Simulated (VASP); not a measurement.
# Gd (P6_3/mmc) in VASP: notebook, part 2 of 3

VASP 6.6.1. The steps go on from the part before.

**3. Electric field gradients, LDA, collinear spin, ferromagnetic start (volume scaled by 0.98)**

Contents of INCAR:

```
SYSTEM = Gd
ALGO     = Normal         ! electronic algorithm
EDIFF    = 1E-8           ! SCF threshold, eV
ENCUT    = 520            ! plane-wave cutoff, eV
GGA      = CA             ! functional
ISIF     = 2              ! what is computed and relaxed
ISMEAR   = -1             ! smearing method
ISPIN    = 2              ! spin polarisation
LASPH    = .True.         ! aspherical terms in the spheres
LCHARG   = .False.        ! write CHGCAR
LEFG     = .True.       
LMAXMIX  = 6              ! l up to which the mixer works
LORBIT   = 11             ! projections on sites
LREAL    = .False.        ! projectors in reciprocal space
LWAVE    = .False.        ! write WAVECAR
MAGMOM   = 7 7            ! initial moments
NBANDS   = 29             ! bands
NELM     = 150            ! most SCF steps
PREC     = Accurate       ! precision mode
SIGMA    = 0.03           ! smearing width, eV
```

Contents of KPOINTS:

```
k-points
0
Gamma
  12 12 6
  0 0 0
```

Contents of POSCAR:

```
Gd
1.0
    3.6174893521      0.0000000000      0.0000000000
   -1.8087446761      3.1328376768      0.0000000000
    0.0000000000      0.0000000000      5.8621052790
Gd
2
Direct
    0.3333333333      0.6666666667      0.2500000000
    0.6666666667      0.3333333333      0.7500000000
```

Potentials or basis: VASP PAW PBE potentials, release 64 (Gd).

Launch:

```sh
$ cat potpaw_PBE.64/Gd/POTCAR > POTCAR
$ mpirun -np 1 vasp_std > vasp.out
```

OUTCAR:

```text
SYSTEM = Gd
   EDIFF = 1E-8
   ENCUT = 520
   GGA = CA
   ISIF = 2
   ISMEAR = -1
   ISPIN = 2
   LASPH = .True.
   LORBIT = 11
   LREAL = .False.
   NELM = 150
   PREC = Accurate

 ion  position               nearest neighbor table
   1  0.333  0.667  0.250-
   2  0.667  0.333  0.750-

  LATTYP: Found a hexagonal cell.
 ALAT       =     3.6174893521
 C/A-ratio  =     1.6204899886

  Lattice vectors:

 A1 = (   3.6174893521,   0.0000000000,   0.0000000000)
 A2 = (  -1.8087446761,   3.1328376768,   0.0000000000)
 A3 = (   0.0000000000,   0.0000000000,   5.8621052790)

Analysis of symmetry for initial positions (statically):
=====================================================================
 Subroutine PRICEL returns:
 Original cell was already a primitive cell.

 Routine SETGRP: Setting up the symmetry group for a
 hexagonal supercell.

 Subroutine GETGRP returns: Found 24 space group operations
 (whereof 12 operations were pure point group operations)
 out of a pool of 24 trial point group operations.

The static configuration has the point symmetry D_3d.
 The point group associated with its full space group is D_6h.

Analysis of symmetry for dynamics (positions and initial velocities):
=====================================================================
 Subroutine PRICEL returns:
 Original cell was already a primitive cell.

 Routine SETGRP: Setting up the symmetry group for a
 hexagonal supercell.

 Subroutine GETGRP returns: Found 24 space group operations
 (whereof 12 operations were pure point group operations)
 out of a pool of 24 trial point group operations.

[... 1720 lines left out ...]
  -------------------------------------------------------------------------------------
  Total       -1.5226395     -1.5226395     -1.7957921      0.0000000      0.0000000      0.0000000
  in kB      -36.7205274    -36.7205274    -43.3079735      0.0000000      0.0000000      0.0000000
  external PRESSURE =     -38.9163428 kB  Pullay stress =       0.0000000 kB

 VOLUME and BASIS-vectors are now :
 -----------------------------------------------------------------------------
  energy-cutoff  :      520.00
  volume of cell :       66.44
      direct lattice vectors                 reciprocal lattice vectors
     3.617489352  0.000000000  0.000000000     0.276434815  0.159599715  0.000000000
    -1.808744676  3.132837677  0.000000000     0.000000000  0.319199430  0.000000000
     0.000000000  0.000000000  5.862105279     0.000000000  0.000000000  0.170587179

 POSITION                                       TOTAL-FORCE (eV/Angst)
 -----------------------------------------------------------------------------------
     -0.00000      2.08856      1.46553         0.000000     -0.000000      0.000000
      1.80874      1.04428      4.39658        -0.000000      0.000000      0.000000
 -----------------------------------------------------------------------------------
    total drift:                               -0.000000      0.000000     -0.000000

  FREE ENERGIE OF THE ION-ELECTRON SYSTEM (eV)
  ---------------------------------------------------
  free  energy   TOTEN  =       -23.2385867781 eV

  energy  without entropy=      -23.2208925950  energy(sigma->0) =      -23.22973969

 Electric field gradients (V/A^2)
---------------------------------------------------------------------
 ion       V_xx      V_yy      V_zz      V_xy      V_xz      V_yz
---------------------------------------------------------------------
   1      -9.266    -9.268    18.534    -0.002     0.000    -0.000
   2      -9.266    -9.268    18.534    -0.002    -0.000     0.000
---------------------------------------------------------------------

 Electric field gradients after diagonalization (V/A^2)
 (convention: |V_zz| > |V_xx| > |V_yy|)
----------------------------------------------------------------------
 ion       V_xx      V_yy      V_zz     asymmetry (V_yy - V_xx)/ V_zz
----------------------------------------------------------------------
   1      -9.269    -9.265    18.534       0.000
   2      -9.269    -9.265    18.534       0.000
----------------------------------------------------------------------

           NMR quadrupolar parameters

 Cq : quadrupolar parameter    Cq=e*Q*V_zz/h
 eta: asymmetry parameters     (V_yy - V_xx)/ V_zz
 Q  : nuclear electric quadrupole moment in mb (millibarn)
----------------------------------------------------------------------
 ion       Cq(MHz)       eta       Q (mb)
----------------------------------------------------------------------
   1       0.045       0.000       1.000
   2       0.045       0.000       1.000
----------------------------------------------------------------------

 total charge

# of ion       s       p       d       f       tot
--------------------------------------------------
    1        2.072   5.528   0.566   7.026  15.192
    2        2.072   5.528   0.566   7.026  15.192
--------------------------------------------------
tot          4.144  11.056   1.133  14.052  30.384

 magnetization (x)

# of ion       s       p       d       f       tot
--------------------------------------------------
    1        0.005  -0.036   0.189   6.761   6.919
    2        0.005  -0.036   0.189   6.761   6.919
--------------------------------------------------
tot          0.010  -0.071   0.378  13.522  13.839
```

stdout:

```text
POSCAR found type information on POSCAR Gd
 POSCAR found :  1 types and       2 ions
 scaLAPACK will be used
 -----------------------------------------------------------------------------
|                                                                             |
|                                                                             |
|     You enforced a specific xc type in the INCAR file but a different       |
|     I HOPE YOU KNOW WHAT YOU ARE DOING!                                     |
|                                                                             |
 -----------------------------------------------------------------------------

 LDA part: xc-table for (Slater(with rela. corr.)+CA(PZ))
 , standard interpolation
 POSCAR, INCAR and KPOINTS ok, starting setup
 FFT: planning ... GRIDC
 FFT: planning ... GRID_SOFT
 FFT: planning ... GRID
 WAVECAR not read
 entering main loop
ion   1

ion   2
```

Wall time 12 min (1 thread of Intel Xeon Platinum 8488C (Sapphire Rapids), shared host); peak memory 0.34 GiB.

Results:

```yaml
Free_energy: -23.2386 eV
Pressure: -3.9 GPa
Net_moment: 14.89 μB per cell
Site_moments: Gd +6.92 μB
Valence_electrons_inside_the_program's_atomic_spheres: Gd 15.19
```

Electric field gradients, principal values (V/Å²):
```tsv
atom	least	middle	greatest (by size)
1 Gd	-9.265	-9.269	18.534
2 Gd	-9.265	-9.269	18.534
```

Caveat: without QUAD_EFG the Cq values of the log hold for a quadrupole moment of 1 mb, not for the nuclei; the PAW data sets were made with another functional, which shifts forces and pressure a little; spin-orbit coupling is left out, which moves the levels of the heavy elements. The state reached can hang on the start; a lower one may exist.

**4. Electric field gradients, LDA, collinear spin, ferromagnetic start**

Contents of INCAR:

```
PREC     = Accurate       # precision mode
ENCUT    = 520            # plane-wave cutoff, eV
EDIFF    = 1E-8           # SCF threshold, eV
ISMEAR   = -1             # smearing method
SIGMA    = 0.03           # smearing width, eV
LREAL    = F              # projectors in reciprocal space
LASPH    = T              # aspherical terms in the spheres
NELM     = 150            # most SCF steps
ALGO     = Normal         # electronic algorithm
ISIF     = 2              # what is computed and relaxed
LWAVE    = F              # write WAVECAR
LCHARG   = F              # write CHGCAR
ISPIN    = 2              # spin polarisation
MAGMOM   = 7 7            # initial moments
LORBIT   = 11             # projections on sites
LMAXMIX  = 6              # l up to which the mixer works
GGA      = CA             # functional
LEFG     = T            
NBANDS   = 29             # bands
```

Contents of KPOINTS:

```
regular mesh
0
Gamma
  12 12 6
```

Contents of POSCAR:

```
Gd
1.0
    3.6419325892      0.0000000000      0.0000000000
   -1.8209662946      3.1540061411      0.0000000000
    0.0000000000      0.0000000000      5.9017153000
Gd
2
Direct
    0.3333333333      0.6666666667      0.2500000000
    0.6666666667      0.3333333333      0.7500000000
```

Potentials or basis: VASP PAW PBE potentials, release 64 (Gd).

Launch:

```sh
$ cat potpaw_PBE.64/Gd/POTCAR > POTCAR
$ mpirun -np 1 vasp_std > vasp.out
```

OUTCAR:

```text
PREC = Accurate
   ENCUT = 520
   EDIFF = 1E-8
   ISMEAR = -1
   LREAL = F
   LASPH = T
   NELM = 150
   ISIF = 2
   ISPIN = 2
   LORBIT = 11
   GGA = CA

 ion  position               nearest neighbor table
   1  0.333  0.667  0.250-
   2  0.667  0.333  0.750-

  LATTYP: Found a hexagonal cell.
 ALAT       =     3.6419325892
 C/A-ratio  =     1.6204899886

  Lattice vectors:

 A1 = (   3.6419325892,   0.0000000000,   0.0000000000)
 A2 = (  -1.8209662946,   3.1540061411,   0.0000000000)
[... 1783 lines left out ...]

 Electric field gradients after diagonalization (V/A^2)
 (convention: |V_zz| > |V_xx| > |V_yy|)
----------------------------------------------------------------------
 ion       V_xx      V_yy      V_zz     asymmetry (V_yy - V_xx)/ V_zz
----------------------------------------------------------------------
   1      -9.554    -9.550    19.104       0.000
   2      -9.554    -9.550    19.104       0.000
----------------------------------------------------------------------

           NMR quadrupolar parameters

 Cq : quadrupolar parameter    Cq=e*Q*V_zz/h
 eta: asymmetry parameters     (V_yy - V_xx)/ V_zz
 Q  : nuclear electric quadrupole moment in mb (millibarn)
----------------------------------------------------------------------
 ion       Cq(MHz)       eta       Q (mb)
----------------------------------------------------------------------
   1       0.046       0.000       1.000
   2       0.046       0.000       1.000
----------------------------------------------------------------------

 total charge

# of ion       s       p       d       f       tot
--------------------------------------------------
    1        2.071   5.529   0.555   7.029  15.184
    2        2.071   5.529   0.555   7.029  15.184
--------------------------------------------------
tot          4.141  11.058   1.111  14.057  30.368

 magnetization (x)

# of ion       s       p       d       f       tot
--------------------------------------------------
    1        0.005  -0.035   0.193   6.760   6.922
    2        0.005  -0.035   0.193   6.760   6.922
--------------------------------------------------
tot          0.009  -0.070   0.385  13.520  13.844
```

stdout:

```text
POSCAR found type information on POSCAR Gd
 POSCAR found :  1 types and       2 ions
 scaLAPACK will be used
 -----------------------------------------------------------------------------
|                                                                             |
|                                                                             |
|     You enforced a specific xc type in the INCAR file but a different       |
|     I HOPE YOU KNOW WHAT YOU ARE DOING!                                     |
|                                                                             |
 -----------------------------------------------------------------------------

 LDA part: xc-table for (Slater(with rela. corr.)+CA(PZ))
 , standard interpolation
 POSCAR, INCAR and KPOINTS ok, starting setup
 FFT: planning ... GRIDC
 FFT: planning ... GRID_SOFT
 FFT: planning ... GRID
 WAVECAR not read
 entering main loop
ion   1

ion   2
```

It took 13 min on 1 thread of Intel Xeon Platinum 8488C (Sapphire Rapids), shared host; peak memory 0.34 GiB.

What came out:

| Quantity | Value |
| --- | --- |
| Free energy | -23.2041 eV |
| Pressure | -4.4 GPa |
| Net moment | 14.93 μB per cell |
| Site moments | Gd +6.92 μB |
| Valence electrons inside the program's atomic spheres | Gd 15.18 |

Levels at points of the mesh, in eV from the Fermi level:
Spin up:
```
           k point  band 22  band 23  band 24  band 25  band 26  band 27  band 28  band 29
(0.00, 0.00, 0.00)    -4.38    -4.38    -2.33     1.06     1.40     1.40     1.41     1.98
(0.50, 0.00, 0.00)    -4.38    -1.96    -1.60    -1.20     0.10     1.11     1.21     1.72
(0.00, 0.00, 0.50)    -4.38    -3.45    -3.45     0.54     0.54     1.35     1.35     1.35
(0.50, 0.00, 0.50)    -4.40    -2.03    -2.03    -0.34    -0.34     1.59     1.59     2.63
```
Spin down:
| k point | band 6 | band 7 | band 8 | band 9 | band 10 | band 11 | band 12 | band 13 | band 14 | band 15 |
| --- | --- | --- | --- | --- | --- | --- | --- | --- | --- | --- |
| (0.00, 0.00, 0.00) | -19.81 | -19.81 | -19.80 | -4.19 | -1.56 | 0.19 | 0.22 | 0.26 | 0.34 | 0.34 |
| (0.50, 0.00, 0.00) | -20.10 | -20.00 | -19.91 | -1.17 | -0.88 | -0.55 | 0.22 | 0.28 | 0.34 | 0.34 |
| (0.00, 0.00, 0.50) | -19.86 | -19.86 | -19.86 | -2.70 | -2.70 | 0.12 | 0.12 | 0.30 | 0.30 | 0.32 |
| (0.50, 0.00, 0.50) | -20.01 | -20.00 | -20.00 | -1.33 | -1.33 | 0.10 | 0.10 | 0.31 | 0.31 | 0.35 |

Electric field gradients, principal values (V/Å²):
```csv
atom,least,middle,greatest (by size)
1 Gd,-9.550,-9.554,19.104
2 Gd,-9.550,-9.554,19.104
```

Caveat: without QUAD_EFG the Cq values of the log hold for a quadrupole moment of 1 mb, not for the nuclei; the PAW data sets were made with another functional, which shifts forces and pressure a little; spin-orbit coupling is left out, which moves the levels of the heavy elements.

(Continued in part 3 of 3.)
